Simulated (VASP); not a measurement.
# CsSnI3 (Pm-3m) in VASP: settings compared

The runs below take CsSnI3 through relaxation of cell and atoms, single point, with LDA, HSE06, PBE0.

All numbers are computed with VASP 6.6.1; they aren't measurements. Logs are shortened: lines on timing, memory, paths and dates and some standing lists are left out, and cuts for length are marked.

## 1. The cell of the first run

The structure is cubic, space group Pm-3m (No. 221). Conventional cell: a = 6.300 Å, b = 6.300 Å, c = 6.300 Å, α = 90.00°, β = 90.00°, γ = 90.00°. Within 5.8 Å of Cs (site symmetry m-3m) lie 12 I at 4.45 Å and 8 Sn at 5.46 Å. Sn (site symmetry m-3m) has 6 I at 3.15 Å within 4.1 Å. I (site symmetry 4/mmm) has 2 Sn at 3.15 Å within 4.1 Å.

## 2. Relaxation of cell and atoms, LDA

Input file INCAR:

```
  PREC = Accurate
  ENCUT = 600
  EDIFF = 1E-6
  ISMEAR = -1
  SIGMA = 0.02
  LREAL = False
  LASPH = True
  NELM = 100
  ALGO = Normal
  ISIF = 3
  LWAVE = False
  LCHARG = False
  GGA = CA
  IBRION = 2
  NSW = 80
  EDIFFG = -0.005
```

Input file KPOINTS:

```
Automatic mesh
0
Gamma
  4 4 4
```

Input file POSCAR:

```
CsSnI3
1.0
    6.2998350287      0.0000000000      0.0000000000
    0.0000000000      6.2998350287      0.0000000000
    0.0000000000      0.0000000000      6.2998350287
Cs Sn I
1 1 3
Direct
    0.0000000000      0.0000000000      0.0000000000
    0.5000000000      0.5000000000      0.5000000000
    0.0000000000      0.5000000000      0.5000000000
    0.5000000000      0.0000000000      0.5000000000
    0.5000000000      0.5000000000      0.0000000000
```

Potentials or basis: VASP PAW LDA potentials, release 64 (Cs_sv, Sn_d, I).

Command:

```sh
$ cat potpaw_LDA.64/Cs_sv/POTCAR potpaw_LDA.64/Sn_d/POTCAR potpaw_LDA.64/I/POTCAR > POTCAR
$ mpirun -np 1 vasp_std > vasp.out
```

OUTCAR:

```text
PREC = Accurate
   ENCUT = 600
   EDIFF = 1E-6
   ISMEAR = -1
   LREAL = False
   LASPH = True
   NELM = 100
   ISIF = 3
   GGA = CA
   IBRION = 2
   NSW = 80
   EDIFFG = -0.005

 ion  position               nearest neighbor table
   1  0.000  0.000  0.000-
   2  0.500  0.500  0.500-   3 3.15   4 3.15   5 3.15   5 3.15   4 3.15   3 3.15
   3  0.000  0.500  0.500-   2 3.15   2 3.15
   4  0.500  0.000  0.500-   2 3.15   2 3.15
   5  0.500  0.500  0.000-   2 3.15   2 3.15

  LATTYP: Found a simple cubic cell.
 ALAT       =     6.2998350287

  Lattice vectors:

 A1 = (   6.2998350287,   0.0000000000,   0.0000000000)
 A2 = (   0.0000000000,   6.2998350287,   0.0000000000)
 A3 = (   0.0000000000,   0.0000000000,   6.2998350287)

Analysis of symmetry for initial positions (statically):
=====================================================================
 Subroutine PRICEL returns:
 Original cell was already a primitive cell.

 Routine SETGRP: Setting up the symmetry group for a
 simple cubic supercell.

 Subroutine GETGRP returns: Found 48 space group operations
 (whereof 48 operations were pure point group operations)
 out of a pool of 48 trial point group operations.

The static configuration has the point symmetry O_h .

Analysis of symmetry for dynamics (positions and initial velocities):
=====================================================================
 Subroutine PRICEL returns:
 Original cell was already a primitive cell.

 Routine SETGRP: Setting up the symmetry group for a
 simple cubic supercell.

 Subroutine GETGRP returns: Found 48 space group operations
 (whereof 48 operations were pure point group operations)
 out of a pool of 48 trial point group operations.

The dynamic configuration has the point symmetry O_h .

 Subroutine INISYM returns: Found 48 space group operations
 (whereof 48 operations are pure point group operations),
 and found     1 'primitive' translations

----------------------------------------------------------------------------------------

                                     Primitive cell

  volume of cell :     250.0274

[... 61 lines left out ...]
   k-points           NKPTS =     10   k-points in BZ     NKDIM =     10   number of bands    NBANDS=     26
   number of dos      NEDOS =    301   number of ions     NIONS =      5
   total plane-waves  NPLWV = 125000
   dimension x,y,z NGX =    50 NGY =   50 NGZ =   50
   dimension x,y,z NGXF=   100 NGYF=  100 NGZF=  100
   ions per type =               1   1   3
   NGX,Y,Z   is equivalent  to a cutoff of  13.19, 13.19, 13.19 a.u.
   NGXF,Y,Z  is equivalent  to a cutoff of  26.39, 26.39, 26.39 a.u.
 SYSTEM =  unknown system
   PREC   = accura    normal or accurate (medium, high low for compatibility)
   ISTART =      0    job   : 0-new  1-cont  2-samecut
   ICHARG =      2    charge: 1-file 2-atom 10-const
   ISPIN  =      1    spin polarized calculation?
   LNONCOLLINEAR =      F non collinear calculations
   LSORBIT =      F    spin-orbit coupling
   LASPH  =      T    aspherical Exc in radial PAW
   ENCUT  =  600.0 eV  44.10 Ry    6.64 a.u.  12.58 12.58 12.58*2*pi/ulx,y,z
   NELM   =    100;   NELMIN=  2; NELMDL= -5     # of ELM steps
   EDIFF  = 0.1E-05   stopping-criterion for ELM
   LREAL  =      F    real-space projection
   EDIFFG = -.5E-02   stopping-criterion for IOM
   NSW    =     80    number of steps for IOM
   IBRION =      2    ionic relax: 0-MD 1-quasi-New 2-CG
   NFREE  =      1    steps in history (QN), initial steepest desc. (CG)
   ISIF   =      3    stress and relaxation
   ISYM   =      2    0-nonsym 1-usesym 2-fastsym
   POTIM  = 0.5000    time-step for ionic-motion
   TEBEG  =    0.0;   TEEND  =   0.0 temperature during run
   PSTRESS=    0.0 pullay stress
   NELECT =      44.0000    total number of electrons
   NUPDOWN=      -1.0000    fix difference up-down
   EMIN   =  10.00;   EMAX   =-10.00  energy-range for DOS
   EFERMI =   0.00;   METHOD = LEGACY
   ISMEAR =    -1;   SIGMA  =   0.02  broadening in eV -4-tet -1-fermi 0-gaus
   EFERMI_NEDOS =   21; number of points for ismear=-14 and -15
   IALGO  =     38    algorithm
   IMIX   =      4    mixing-type and parameters
     AMIX     =   0.40;   BMIX     =  1.00
     AMIX_MAG =   1.60;   BMIX_MAG =  1.00
  volume/ion in A,a.u.               =      50.01       337.45
  Fermi-wavevector in a.u.,A,eV,Ry     =   0.917409  1.733652 11.451209  0.841640
  Thomas-Fermi vector in A             =   2.042375
   LORBIT       =      0    0 simple, 1 ext, 2 COOP (PROOUT), +10 PAW based schemes
   GGA     = CA    functional components
   LHFCALC =     F    Hartree Fock is set to
   AEXX    =    0.0000 exact exchange contribution
   IVDW    =     0    specifies the selected vdW correction
   LEPSILON=     F    determine dielectric tensor
   LRPA    =     F    only Hartree local field effects (RPA)
 conjugate gradient relaxation of ions
 non-spin polarized calculation
  energy-cutoff  :      600.00
  volume of cell :      250.03
 maximum number of plane-waves:      8410
   NGX = 25   NGY = 25   NGZ = 25

--------------------------------------- Ionic step        1  -------------------------------------------

 number of electron      44.0000017 magnetization

 Free energy of the ion-electron system (eV)
  ---------------------------------------------------
  ext. energy  EPLUGINS =         0.00000000
  ---------------------------------------------------
  free energy    TOTEN  =       -15.82839414 eV

  energy without entropy =      -15.82839377  energy(sigma->0) =      -15.82839395

------------------------ aborting loop because EDIFF is reached ----------------------------------------

  FORCE on cell =-STRESS in cart. coord.  units (eV):
  Direction    XX          YY          ZZ          XY          YZ          ZX
  --------------------------------------------------------------------------------------
  -------------------------------------------------------------------------------------
  Total       -2.9170770     -2.9170770     -2.9170770     -0.0000000      0.0000000     -0.0000000
  in kB      -18.6926528    -18.6926528    -18.6926528     -0.0000000      0.0000000     -0.0000000
  external PRESSURE =     -18.6926528 kB  Pullay stress =       0.0000000 kB
[... 104 lines left out ...]
--------------------------------------- Ionic step        4  -------------------------------------------

 number of electron      44.0000009 magnetization

 Free energy of the ion-electron system (eV)
  ---------------------------------------------------
  ext. energy  EPLUGINS =         0.00000000
  ---------------------------------------------------
  free energy    TOTEN  =       -16.00818859 eV

  energy without entropy =      -16.00697168  energy(sigma->0) =      -16.00758014

 E-fermi :   3.5377     XC(G=0):  -8.1883

 val. band max:        2.8361834980   @ k =   0.5000   0.5000   0.2500
 cond. band min:       3.5517605271   @ k =   0.5000   0.5000   0.5000
 fundamental gap:      0.7155770291
 Fermi energy:         3.5376825932

 k-point     1 :       0.0000    0.0000    0.0000
  band No.  band energies     occupation
      1     -18.8985      2.00000
      2     -18.6659      2.00000
      3     -18.6659      2.00000
      4     -18.6293      2.00000
      5     -18.6293      2.00000
      6     -18.6293      2.00000
[... 311 lines left out ...]
  FREE ENERGIE OF THE ION-ELECTRON SYSTEM (eV)
  ---------------------------------------------------
  free  energy   TOTEN  =       -16.0081885889 eV

  energy  without entropy=      -16.0069716833  energy(sigma->0) =      -16.00758014

 reached required accuracy - stopping structural energy minimisation
```

OSZICAR:

```text
N       E                     dE             d eps       ncg     rms          rms(c)
DAV:   1     0.372494165482E+03    0.37249E+03   -0.19887E+04   520   0.169E+03
DAV:   2     0.321284964525E+02   -0.34037E+03   -0.33351E+03   626   0.324E+02
DAV:   3    -0.140617322081E+02   -0.46190E+02   -0.45584E+02   630   0.128E+02
[... 34 lines left out ...]
DAV:   2    -0.160093090430E+02    0.42997E-02   -0.77857E-03   650   0.824E-01    0.169E-01
DAV:   3    -0.160082468878E+02    0.10622E-02   -0.31634E-03   682   0.458E-01    0.644E-02
DAV:   4    -0.160082087827E+02    0.38105E-04   -0.83799E-05   548   0.614E-02    0.531E-02
DAV:   5    -0.160081895179E+02    0.19265E-04   -0.34101E-05   766   0.481E-02    0.131E-02
DAV:   6    -0.160081885889E+02    0.92901E-06   -0.58171E-06   488   0.241E-02
   4 F= -.16008189E+02 E0= -.16007580E+02  d E =-.179794E+00
```

It took 4 min on 1 thread of Intel Xeon 6975P-C, shared host; peak memory 0.34 GiB.

What came out:

* Free energy: -16.0082 eV
* Relaxed volume: 44.30 Å³/atom
* Relaxed cell: a = 6.051 Å, b = 6.051 Å, c = 6.051 Å, α = 90.00°, β = 90.00°, γ = 90.00°
* Space group after relaxing (to 0.05 Å): Pm-3m (No. 221)
* Energy gained by relaxing: 36.0 meV/atom
* Ionic steps: 4
* Pressure after relaxing: 0.0 GPa
* Band gap on the k mesh: zero (filled and empty bands touch)

Step by step:
```csv
step,energy change (eV),largest force (eV/Å),pressure (GPa),volume (Å³)
1,0.0000,0.0000,-1.87,250.03
2,-0.1639,0.0000,-0.61,229.50
3,-0.1796,0.0000,-0.07,222.45
4,-0.1798,0.0000,0.01,221.51
```

Final structure:
```xyz
5
Lattice="6.0506 0.0000 0.0000 0.0000 6.0506 0.0000 0.0000 0.0000 6.0506" Properties=species:S:1:pos:R:3 pbc="T T T"
Cs    0.0000    0.0000    0.0000
Sn    3.0253    3.0253    3.0253
I     0.0000    3.0253    3.0253
I     3.0253    0.0000    3.0253
I     3.0253    3.0253    0.0000
```

Levels at points of the mesh, in eV from the Fermi level:
| k point | band 19 | band 20 | band 21 | band 22 | band 23 | band 24 | band 25 | band 26 |
| --- | --- | --- | --- | --- | --- | --- | --- | --- |
| (0.00, 0.00, 0.00) | -2.70 | -2.49 | -2.49 | -2.49 | 1.65 | 2.49 | 2.49 | 2.90 |
| (0.50, 0.00, 0.00) | -2.92 | -2.66 | -2.66 | -1.71 | 0.84 | 3.39 | 3.45 | 3.70 |
| (0.50, 0.50, 0.00) | -3.08 | -2.85 | -2.02 | -0.81 | 0.52 | 0.52 | 3.76 | 3.97 |
| (0.50, 0.50, 0.50) | -1.99 | -1.99 | -1.99 | 0.01 | 0.01 | 0.01 | 0.10 | 2.44 |

Caveat: spin-orbit coupling is left out, which moves the levels of the heavy elements; the volume moved by -11 % from the deposited cell, more than functionals usually miss.

## 3. Single point, HSE06

This run uses another cell than the first one, of 48.63 Å³/atom, 0.972 times its volume.

Edit POSCAR of step 2 so:

```diff
@@ -2,5 +2,5 @@
 1.0
-    6.2998350287      0.0000000000      0.0000000000
-    0.0000000000      6.2998350287      0.0000000000
-    0.0000000000      0.0000000000      6.2998350287
+    6.2413961542      0.0000000000      0.0000000000
+    0.0000000000      6.2413961542      0.0000000000
+    0.0000000000      0.0000000000      6.2413961542
 Cs Sn I
```

Input file INCAR.step1:

```
ALGO     = Normal         # electronic algorithm
EDIFF    = 1E-5           # SCF threshold, eV
ENCUT    = 520            # plane-wave cutoff, eV
GGA      = PE             # functional
ISIF     = 2              # what is computed and relaxed
ISMEAR   = 0              # smearing method
LASPH    = T              # aspherical terms in the spheres
LCHARG   = F              # write CHGCAR
LREAL    = F              # projectors in reciprocal space
LWAVE    = T              # write WAVECAR
NBANDS   = 30             # bands
NELM     = 100            # most SCF steps
PREC     = Accurate       # precision mode
SIGMA    = 0.01           # smearing width, eV
```

Input file INCAR.step2:

```
ALGO     = Normal         # electronic algorithm
EDIFF    = 1E-6           # SCF threshold, eV
ENCUT    = 520            # plane-wave cutoff, eV
GGA      = PE             # functional
HFSCREEN = 0.2079         # screening, 1/A
ISIF     = 2              # what is computed and relaxed
ISMEAR   = 0              # smearing method
ISTART   = 1            
LASPH    = T              # aspherical terms in the spheres
LCHARG   = F              # write CHGCAR
LHFCALC  = T              # exact exchange
LREAL    = F              # projectors in reciprocal space
LWAVE    = F              # write WAVECAR
NBANDS   = 30             # bands
NELM     = 100            # most SCF steps
PREC     = Accurate       # precision mode
PRECFOCK = Fast         
SIGMA    = 0.01           # smearing width, eV
```

Input file KPOINTS:

```
k-points
0
Gamma
  2 2 2
```

Potentials or basis: VASP PAW PBE potentials, release 64 (Cs_sv, Sn_d, I).

Command:

```sh
$ cat potpaw_PBE.64/Cs_sv/POTCAR potpaw_PBE.64/Sn_d/POTCAR potpaw_PBE.64/I/POTCAR > POTCAR
$ cp INCAR.step1 INCAR
$ mpirun -np 1 vasp_std > vasp.out
$ cp INCAR.step2 INCAR
$ mpirun -np 1 vasp_std > vasp.out
```

OUTCAR:

```text
EDIFF = 1E-6
   ENCUT = 520
   GGA = PE
   HFSCREEN = 0.2079
   ISIF = 2
   ISMEAR = 0
   ISTART = 1
   LASPH = T
   LHFCALC = T
   LREAL = F
   NELM = 100
   PREC = Accurate
   PRECFOCK = Fast

 ion  position               nearest neighbor table
   1  0.000  0.000  0.000-
   2  0.500  0.500  0.500-   3 3.12   4 3.12   5 3.12   5 3.12   4 3.12   3 3.12
   3  0.000  0.500  0.500-   2 3.12   2 3.12
   4  0.500  0.000  0.500-   2 3.12   2 3.12
   5  0.500  0.500  0.000-   2 3.12   2 3.12

  LATTYP: Found a simple cubic cell.
 ALAT       =     6.2413961542

  Lattice vectors:

 A1 = (   6.2413961542,   0.0000000000,   0.0000000000)
 A2 = (   0.0000000000,   6.2413961542,   0.0000000000)
 A3 = (   0.0000000000,   0.0000000000,   6.2413961542)

Analysis of symmetry for initial positions (statically):
=====================================================================
 Subroutine PRICEL returns:
[... 161 lines left out ...]
  free energy    TOTEN  =       -15.79702548 eV

  energy without entropy =      -15.79702548  energy(sigma->0) =      -15.79702548

 E-fermi :   2.4359     XC(G=0):  -6.2650

 val. band max:        2.2945618896   @ k =   0.5000   0.5000   0.5000
 cond. band min:       3.1435324364   @ k =   0.5000   0.5000   0.5000
 fundamental gap:      0.8489705469
 Fermi energy:         2.4359383208

 k-point     1 :       0.0000    0.0000    0.0000
  band No.  band energies     occupation
      1     -22.2228      2.00000
      2     -22.2228      2.00000
      3     -22.1987      2.00000
      4     -22.1987      2.00000
      5     -22.1987      2.00000
      6     -21.6616      2.00000
[... 121 lines left out ...]
     29       7.1282      0.00000
     30       8.4171      0.00000

------------------------ aborting loop because EDIFF is reached ----------------------------------------

  FORCE on cell =-STRESS in cart. coord.  units (eV):
  Direction    XX          YY          ZZ          XY          YZ          ZX
  --------------------------------------------------------------------------------------
  -------------------------------------------------------------------------------------
  Total        2.0667346      2.0667346      2.0667346      0.0000000      0.0000000     -0.0000000
  in kB       13.6191513     13.6191513     13.6191513      0.0000000      0.0000000     -0.0000000
  external PRESSURE =      13.6191513 kB  Pullay stress =       0.0000000 kB

 VOLUME and BASIS-vectors are now :
 -----------------------------------------------------------------------------
  energy-cutoff  :      520.00
  volume of cell :      243.13
      direct lattice vectors                 reciprocal lattice vectors
     6.241396154  0.000000000  0.000000000     0.160220562  0.000000000  0.000000000
     0.000000000  6.241396154  0.000000000     0.000000000  0.160220562  0.000000000
     0.000000000  0.000000000  6.241396154     0.000000000  0.000000000  0.160220562

 POSITION                                       TOTAL-FORCE (eV/Angst)
 -----------------------------------------------------------------------------------
      0.00000      0.00000      0.00000         0.000000      0.000000      0.000000
      3.12070      3.12070      3.12070         0.000000      0.000000      0.000000
      0.00000      3.12070      3.12070         0.000000      0.000000      0.000000
      3.12070      0.00000      3.12070         0.000000      0.000000      0.000000
      3.12070      3.12070      0.00000         0.000000      0.000000      0.000000
 -----------------------------------------------------------------------------------
    total drift:                                0.000011     -0.000008     -0.000006

  FREE ENERGIE OF THE ION-ELECTRON SYSTEM (eV)
  ---------------------------------------------------
  free  energy   TOTEN  =       -15.7970254776 eV

  energy  without entropy=      -15.7970254776  energy(sigma->0) =      -15.79702548
```

Run time: 6.8 min. Hardware: 1 thread of Intel Xeon 6975P-C, shared host; peak memory 0.45 GiB.

What came out:

```yaml
Free_energy: -15.7970 eV
Pressure: 1.4 GPa
Band_gap_on_the_k_mesh: 0.85 eV, direct
```

Levels at points of the mesh, in eV from the valence-band top:
```csv
k point,band 20,band 21,band 22,band 23,band 24,band 25
"(0.00, 0.00, 0.00)",-2.34,-2.34,-2.34,2.93,3.90,3.90
"(0.50, 0.00, 0.00)",-2.47,-2.47,-1.69,1.65,4.52,4.67
"(0.50, 0.50, 0.00)",-2.73,-1.90,-0.83,1.31,1.31,4.69
"(0.50, 0.50, 0.50)",-1.89,-1.89,0.00,0.85,0.85,0.85
```

Caveat: the k points lie up to 0.50 Å⁻¹ apart; the PAW data sets were made with another functional, which shifts forces and pressure a little; spin-orbit coupling is left out, which moves the levels of the heavy elements.

## 4. Single point, PBE0

This run uses another cell than the first one, of 48.63 Å³/atom, 0.972 times its volume.

POSCAR is that of step 3.

Input file INCAR.step1:

```
  PREC = Accurate
  ENCUT = 520
  EDIFF = 1E-5
  ISMEAR = 0
  SIGMA = 0.01
  LREAL = F
  LASPH = T
  NELM = 60
  ALGO = Normal
  ISIF = 2
  LWAVE = T
  NBANDS = 30
  GGA = PE
```

Input file INCAR.step2:

```
  PREC = Accurate
  ENCUT = 520
  EDIFF = 1E-6
  ISMEAR = 0
  SIGMA = 0.01
  LREAL = F
  LASPH = T
  NELM = 60
  ALGO = Normal
  ISIF = 2
  LWAVE = F
  LCHARG = T
  GGA = PE
  LHFCALC = T
  AEXX = 0.25
  PRECFOCK = Fast
  LELF = T
  LVHAR = T
  NBANDS = 30
  ISTART = 1
```

Input file KPOINTS:

```
regular mesh
0
Gamma
  2 2 2
```

Command:

```sh
$ cat potpaw_PBE.64/Cs_sv/POTCAR potpaw_PBE.64/Sn_d/POTCAR potpaw_PBE.64/I/POTCAR > POTCAR
$ cp INCAR.step1 INCAR
$ mpirun -np 1 vasp_std > vasp.out
$ cp INCAR.step2 INCAR
$ mpirun -np 1 vasp_std > vasp.out
```

Wall time 5.7 min (1 thread of Intel Xeon 6975P-C, shared host); peak memory 0.36 GiB.

It converged, with:

* Free energy: -17.6189 eV
* Pressure: 1.2 GPa
* Band gap on the k mesh: 1.59 eV, direct

Levels at points of the mesh, in eV from the valence-band top:
```
           k point  band 19  band 20  band 21  band 22  band 23  band 24  band 25  band 26
(0.00, 0.00, 0.00)    -2.54    -2.35    -2.35    -2.35     3.67     4.65     4.65     4.95
(0.50, 0.00, 0.00)    -2.69    -2.48    -2.48    -1.69     2.40     5.27     5.41     5.80
(0.50, 0.50, 0.00)    -2.86    -2.74    -1.91    -0.83     2.06     2.06     5.46     5.79
(0.50, 0.50, 0.50)    -1.89    -1.89    -1.89     0.00     1.59     1.59     1.59     4.51
```

Caveat: the k points lie up to 0.50 Å⁻¹ apart; the PAW data sets were made with another functional, which shifts forces and pressure a little; spin-orbit coupling is left out, which moves the levels of the heavy elements.

## 5. Summary

```csv
task,level,potentials or basis,cell,k mesh,cutoff (eV),smearing,grid for exact exchange (PRECFOCK),screening parameter,gap on the mesh (eV),pressure (GPa)
relaxation of cell and atoms,LDA,"VASP PAW LDA potentials, release 64 (Cs_sv, Sn_d, I)","relaxed from a = 6.300 Å, 5 atoms",4 × 4 × 4,600,fermi-dirac 0.02 eV,-,-,none,0.0
single point,HSE06,"VASP PAW PBE potentials, release 64 (Cs_sv, Sn_d, I)","a = 6.241 Å, 5 atoms",2 × 2 × 2,520,gaussian 0.01 eV,Fast,0.2079 1/Å,0.85,1.4
single point,PBE0,"VASP PAW PBE potentials, release 64 (Cs_sv, Sn_d, I)","a = 6.241 Å, 5 atoms",2 × 2 × 2,520,gaussian 0.01 eV,Fast,-,1.59,1.2
```

Alike in all rows: no spin polarisation.

Caveats: some runs use coarse meshes; spin-orbit coupling is left out, which moves the levels of the heavy elements; the PAW data sets were made with another functional, which shifts forces and pressure a little (some runs); the volume moved by -11 % from the deposited cell, more than functionals usually miss (some runs).

Absolute energies hang on the potentials; compare differences alone.
